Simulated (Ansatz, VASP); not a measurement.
**CuAu: VASP beside Ansatz**

```
CELL_PARAMETERS angstrom
2.79404 0.00000 0.00000
0.00000 2.79404 0.00000
0.00000 0.00000 3.63829
ATOMIC_POSITIONS crystal
Cu 0.50000 0.50000 0.50000
Au 0.00000 0.00000 0.00000
```

Alike in both runs: functional PBEsol; k mesh 11 × 11 × 9; occupations fermi-dirac, width 0.1 eV; no spin polarisation.

Ansatz relaxed the structure, and its values are those at the end. VASP's run is a single point on that final structure, the one shown.

|  | VASP | Ansatz |
| --- | --- | --- |
| version | VASP 6.6.1 | Ansatz 0.2.0 |
| potentials or method | VASP PAW PBE potentials, release 64 (Cu, Au), cutoff 520 eV | PAW plane waves |
| valence electrons in the cell | 22 | 38 |

```csv
,VASP,Ansatz,Ansatz less VASP
gap on the k mesh at the Fermi level (eV),none,none,-
pressure (GPa),0.1,0.0,-0.04
```

VASP's potentials were made for PBE, not for PBEsol, and Ansatz warns of the same on its side. A gap of «none» marks a metal or a gap that the smearing closes. VASP's potentials hold 22 valence electrons a cell and Ansatz's 38, so a difference there can come from the potentials and not from the codes.

Spin-orbit coupling is off throughout.
